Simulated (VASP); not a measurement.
# AlN (P6_3mc) in VASP: single point with PBE

Aim: the single point of AlN with PBE.

Everything below comes from runs of VASP 6.6.1. Logs are shortened: lines on timing, memory, paths and dates and some standing lists are left out, and cuts for length are marked.

### Step 1. The cell of the first run

The structure is hexagonal, space group P6_3mc (No. 186). The conventional cell has a = 3.130 Å, b = 3.130 Å, c = 5.018 Å, α = 90.00°, β = 90.00°, γ = 120.00°. Within 2.5 Å of Al (site symmetry 3m) lie 4 N at 1.90 to 1.91 Å. Within 2.5 Å of N (site symmetry 3m) lie 4 Al at 1.90 to 1.91 Å.

### Step 2. Single point, PBE

INCAR

```
ALGO = Normal ; EDIFF = 1E-6
ENCUT = 520 ; GGA = PE
ISIF = 2 ; ISMEAR = 0
LASPH = True ; LCHARG = True
LELF = True ; LREAL = Auto
LVHAR = True ; LWAVE = False
NBANDS = 86 ; NELM = 60
PREC = Accurate ; SIGMA = 0.02
```

KPOINTS

```
k-points
0
Gamma
  2 2 2
```

POSCAR

```
AlN
1.0
    3.1302036258     -5.4216717179      0.0000000000
    3.1302036258      5.4216717179      0.0000000000
    0.0000000000      0.0000000000     10.0360387592
Al N
16 16
Direct
    0.6666666667      0.3333333333      0.2496174743
    0.6666666667      0.3333333333      0.7496174743
    0.1666666667      0.3333333333      0.2496174743
    0.1666666667      0.3333333333      0.7496174743
    0.6666666667      0.8333333333      0.2496174743
    0.6666666667      0.8333333333      0.7496174743
    0.1666666667      0.8333333333      0.2496174743
    0.1666666667      0.8333333333      0.7496174743
    0.3333333333      0.1666666667      0.4996174743
    0.3333333333      0.1666666667      0.9996174743
    0.8333333333      0.1666666667      0.4996174743
    0.8333333333      0.1666666667      0.9996174743
    0.3333333333      0.6666666667      0.4996174743
    0.3333333333      0.6666666667      0.9996174743
    0.8333333333      0.6666666667      0.4996174743
    0.8333333333      0.6666666667      0.9996174743
    0.6666666667      0.3333333333      0.4403825257
    0.6666666667      0.3333333333      0.9403825257
    0.1666666667      0.3333333333      0.4403825257
    0.1666666667      0.3333333333      0.9403825257
    0.6666666667      0.8333333333      0.4403825257
    0.6666666667      0.8333333333      0.9403825257
    0.1666666667      0.8333333333      0.4403825257
    0.1666666667      0.8333333333      0.9403825257
    0.3333333333      0.1666666667      0.1903825257
    0.3333333333      0.1666666667      0.6903825257
    0.8333333333      0.1666666667      0.1903825257
    0.8333333333      0.1666666667      0.6903825257
    0.3333333333      0.6666666667      0.1903825257
    0.3333333333      0.6666666667      0.6903825257
    0.8333333333      0.6666666667      0.1903825257
    0.8333333333      0.6666666667      0.6903825257
```

Potentials or basis: VASP PAW PBE potentials, release 64 (Al, N).

Launch:

```bash
$ cat potpaw_PBE.64/Al/POTCAR potpaw_PBE.64/N/POTCAR > POTCAR
$ mpirun -np 1 vasp_std > vasp.out
```

OUTCAR:

```text
EDIFF = 1E-6
   ENCUT = 520
   GGA = PE
   ISIF = 2
   ISMEAR = 0
   LASPH = True
   LREAL = Auto
   NELM = 60
   PREC = Accurate

 ion  position               nearest neighbor table
   1  0.667  0.333  0.250-  27 1.90  25 1.90  31 1.90  17 1.91  11 3.09  12 3.09   9 3.09  10 3.09
                            15 3.09  16 3.09   3 3.13   5 3.13   5 3.13   3 3.13   7 3.13   7 3.13
   2  0.667  0.333  0.750-  28 1.90  26 1.90  32 1.90  18 1.91  11 3.09  12 3.09   9 3.09  10 3.09
                            15 3.09  16 3.09   4 3.13   6 3.13   6 3.13   4 3.13   8 3.13   8 3.13
   3  0.167  0.333  0.250-  25 1.90  27 1.90  29 1.90  19 1.91   9 3.09  10 3.09  11 3.09  12 3.09
                            13 3.09  14 3.09   1 3.13   7 3.13   7 3.13   1 3.13   5 3.13   5 3.13
   4  0.167  0.333  0.750-  26 1.90  28 1.90  30 1.90  20 1.91   9 3.09  10 3.09  11 3.09  12 3.09
                            13 3.09  14 3.09   2 3.13   8 3.13   8 3.13   2 3.13   6 3.13   6 3.13
   5  0.667  0.833  0.250-  31 1.90  29 1.90  27 1.90  21 1.91  15 3.09  16 3.09  13 3.09  14 3.09
                            11 3.09  12 3.09   1 3.13   7 3.13   1 3.13   7 3.13   3 3.13   3 3.13
   6  0.667  0.833  0.750-  32 1.90  30 1.90  28 1.90  22 1.91  15 3.09  16 3.09  13 3.09  14 3.09
                            11 3.09  12 3.09   2 3.13   8 3.13   2 3.13   8 3.13   4 3.13   4 3.13
   7  0.167  0.833  0.250-  29 1.90  25 1.90  31 1.90  23 1.91  13 3.09  14 3.09   9 3.09  10 3.09
                            15 3.09  16 3.09   3 3.13   5 3.13   3 3.13   5 3.13   1 3.13   1 3.13
   8  0.167  0.833  0.750-  30 1.90  26 1.90  32 1.90  24 1.91  13 3.09  14 3.09   9 3.09  10 3.09
                            15 3.09  16 3.09   4 3.13   6 3.13   4 3.13   6 3.13   2 3.13   2 3.13
   9  0.333  0.167  0.500-  19 1.90  17 1.90  23 1.90  26 1.91   3 3.09   4 3.09   1 3.09   2 3.09
[... 38 lines left out ...]
 A1 = (   3.1302036258,  -5.4216717179,   0.0000000000)
 A2 = (   3.1302036258,   5.4216717179,   0.0000000000)
 A3 = (   0.0000000000,   0.0000000000,  10.0360387592)

Analysis of symmetry for initial positions (statically):
=====================================================================
 Subroutine PRICEL returns following result:

  LATTYP: Found a hexagonal cell.
 ALAT       =     3.1302036258
 C/A-ratio  =     1.6030967884

  Lattice vectors:

 A1 = (   1.5651018129,  -2.7108358589,   0.0000000000)
 A2 = (   1.5651018129,   2.7108358589,   0.0000000000)
 A3 = (   0.0000000000,   0.0000000000,   5.0180193796)

   8 primitive cells build up your supercell.

 Routine SETGRP: Setting up the symmetry group for a
 hexagonal supercell.

 Subroutine GETGRP returns: Found 12 space group operations
 (whereof  6 operations were pure point group operations)
 out of a pool of 24 trial point group operations.

The static configuration has the point symmetry C_3v.
 The point group associated with its full space group is C_6v.
[... 120 lines left out ...]
   NUPDOWN=      -1.0000    fix difference up-down
   EMIN   =  10.00;   EMAX   =-10.00  energy-range for DOS
   EFERMI =   0.00;   METHOD = LEGACY
   ISMEAR =     0;   SIGMA  =   0.02  broadening in eV -4-tet -1-fermi 0-gaus
   EFERMI_NEDOS =   21; number of points for ismear=-14 and -15
   IALGO  =     38    algorithm
   IMIX   =      4    mixing-type and parameters
     AMIX     =   0.40;   BMIX     =  1.00
     AMIX_MAG =   1.60;   BMIX_MAG =  1.00
  volume/ion in A,a.u.               =      10.65        71.84
  Fermi-wavevector in a.u.,A,eV,Ry     =   1.181351  2.232429 18.988142  1.395589
  Thomas-Fermi vector in A             =   2.317626
   LORBIT       =      0    0 simple, 1 ext, 2 COOP (PROOUT), +10 PAW based schemes
   GGA     = PE    functional components
   LHFCALC =     F    Hartree Fock is set to
   AEXX    =    0.0000 exact exchange contribution
   IVDW    =     0    specifies the selected vdW correction
   LEPSILON=     F    determine dielectric tensor
   LRPA    =     F    only Hartree local field effects (RPA)
 non-spin polarized calculation
 Gauss-broadening in eV      SIGMA  =   0.02
  energy-cutoff  :      520.00
  volume of cell :      340.64
 maximum number of plane-waves:      9194
 NGX is ok and might be reduce to    48
   NGX = 23   NGY = 23   NGZ = 37

 number of electron     127.9999982 magnetization

 Free energy of the ion-electron system (eV)
  ---------------------------------------------------
  ext. energy  EPLUGINS =         0.00000000
  ---------------------------------------------------
  free energy    TOTEN  =      -237.99823210 eV

  energy without entropy =     -237.99823210  energy(sigma->0) =     -237.99823210

 E-fermi :   6.1261     XC(G=0): -10.8239

 val. band max:        5.9766515103   @ k =   0.0000   0.0000   0.0000
 cond. band min:      10.0159086994   @ k =   0.0000   0.0000   0.0000
 fundamental gap:      4.0392571891
 Fermi energy:         6.1261112683

 k-point     1 :       0.0000    0.0000    0.0000
  band No.  band energies     occupation
      1      -9.0933      2.00000
      2      -8.2279      2.00000
      3      -8.2279      2.00000
      4      -7.1775      2.00000
      5      -7.1775      2.00000
      6      -7.1775      2.00000
[... 305 lines left out ...]
     75      13.1703      0.00000
     76      13.1703      0.00000
 [bands above 76 left out]

------------------------ aborting loop because EDIFF is reached ----------------------------------------

  FORCE on cell =-STRESS in cart. coord.  units (eV):
  Direction    XX          YY          ZZ          XY          YZ          ZX
  --------------------------------------------------------------------------------------
  -------------------------------------------------------------------------------------
  Total       -0.3525537     -0.3525537     -1.0425505      0.0000000      0.0000000      0.0000000
  in kB       -1.6582030     -1.6582030     -4.9035382      0.0000000      0.0000000      0.0000000
  external PRESSURE =      -2.7399814 kB  Pullay stress =       0.0000000 kB

 VOLUME and BASIS-vectors are now :
 -----------------------------------------------------------------------------
  energy-cutoff  :      520.00
  volume of cell :      340.64
      direct lattice vectors                 reciprocal lattice vectors
     3.130203626 -5.421671718  0.000000000     0.159734017 -0.092222478  0.000000000
     3.130203626  5.421671718  0.000000000     0.159734017  0.092222478  0.000000000
     0.000000000  0.000000000 10.036038759     0.000000000  0.000000000  0.099640907

 POSITION                                       TOTAL-FORCE (eV/Angst)
 -----------------------------------------------------------------------------------
      3.13020     -1.80722      2.50517         0.000000      0.000000     -0.013787
      3.13020     -1.80722      7.52319        -0.000000     -0.000000     -0.013787
      1.56510      0.90361      2.50517        -0.000000     -0.000000     -0.013787
      1.56510      0.90361      7.52319         0.000000     -0.000000     -0.013787
      4.69531      0.90361      2.50517        -0.000000     -0.000000     -0.013787
      4.69531      0.90361      7.52319         0.000000      0.000000     -0.013787
[... 24 lines left out ...]
      4.69531     -0.90361      1.91069        -0.000000      0.000000      0.013787
      4.69531     -0.90361      6.92871         0.000000      0.000000      0.013787
 -----------------------------------------------------------------------------------
    total drift:                               -0.000001      0.000002      0.071153

  FREE ENERGIE OF THE ION-ELECTRON SYSTEM (eV)
  ---------------------------------------------------
  free  energy   TOTEN  =      -237.9982321010 eV

  energy  without entropy=     -237.9982321010  energy(sigma->0) =     -237.99823210
```

OSZICAR:

```text
N       E                     dE             d eps       ncg     rms          rms(c)
DAV:   1     0.542693471848E+03    0.54269E+03   -0.59623E+04   688   0.134E+03
DAV:   2    -0.220200229456E+03   -0.76289E+03   -0.73515E+03   872   0.269E+02
DAV:   3    -0.274779728017E+03   -0.54579E+02   -0.54199E+02   832   0.767E+01
DAV:   4    -0.275579466296E+03   -0.79974E+00   -0.79773E+00   802   0.101E+01
DAV:   5    -0.275595782674E+03   -0.16316E-01   -0.16307E-01   824   0.140E+00    0.341E+01
DAV:   6    -0.237991777463E+03    0.37604E+02   -0.15973E+02   792   0.351E+01    0.119E+01
DAV:   7    -0.238081384381E+03   -0.89607E-01   -0.45292E+00   780   0.642E+00    0.817E+00
DAV:   8    -0.238009026927E+03    0.72357E-01   -0.41623E-01   762   0.279E+00    0.105E+00
DAV:   9    -0.237993822356E+03    0.15205E-01   -0.90646E-02   832   0.833E-01    0.599E-01
DAV:  10    -0.237998916693E+03   -0.50943E-02   -0.20221E-02   770   0.404E-01    0.324E-01
DAV:  11    -0.237998214129E+03    0.70256E-03   -0.27931E-03   784   0.150E-01    0.714E-02
DAV:  12    -0.237998234683E+03   -0.20554E-04   -0.59053E-05   768   0.303E-02    0.171E-02
DAV:  13    -0.237998231786E+03    0.28967E-05   -0.56094E-05   776   0.209E-02    0.130E-02
DAV:  14    -0.237998232101E+03   -0.31494E-06   -0.19268E-06   490   0.529E-03
   1 F= -.23799823E+03 E0= -.23799823E+03  d E =-.786958E-27
```

Run time: 3.4 min. Hardware: 1 thread of Intel Xeon Platinum 8488C (Sapphire Rapids), shared host; peak memory 0.45 GiB.

What came out:

```
Free energy            : -237.9982 eV
Pressure               : -0.3 GPa
Largest force          : 0.014 eV/Å
Band gap on the k mesh : 4.04 eV
```

Forces on the atoms (eV/Å):
```
Al   0.000  0.000 -0.014
Al   0.000  0.000 -0.014
Al   0.000  0.000 -0.014
Al   0.000  0.000 -0.014
Al   0.000  0.000 -0.014
Al   0.000  0.000 -0.014
Al   0.000  0.000 -0.014
Al   0.000  0.000 -0.014
Al   0.000  0.000 -0.014
Al   0.000  0.000 -0.014
Al   0.000  0.000 -0.014
Al   0.000  0.000 -0.014
Al   0.000  0.000 -0.014
Al   0.000  0.000 -0.014
Al   0.000  0.000 -0.014
Al   0.000  0.000 -0.014
N    0.000  0.000  0.014
N    0.000  0.000  0.014
N    0.000  0.000  0.014
N    0.000  0.000  0.014
N    0.000  0.000  0.014
N    0.000  0.000  0.014
N    0.000  0.000  0.014
N    0.000  0.000  0.014
N    0.000  0.000  0.014
N    0.000  0.000  0.014
N    0.000  0.000  0.014
N    0.000  0.000  0.014
N    0.000  0.000  0.014
N    0.000  0.000  0.014
N    0.000  0.000  0.014
N    0.000  0.000  0.014
```

Stress tensor (GPa, compression positive):
```
-0.17  0.00  0.00
 0.00 -0.17  0.00
 0.00  0.00 -0.49
```

Caveat: the k points lie up to 0.58 Å⁻¹ apart. As with any semilocal functional, this PBE gap is likely too small.
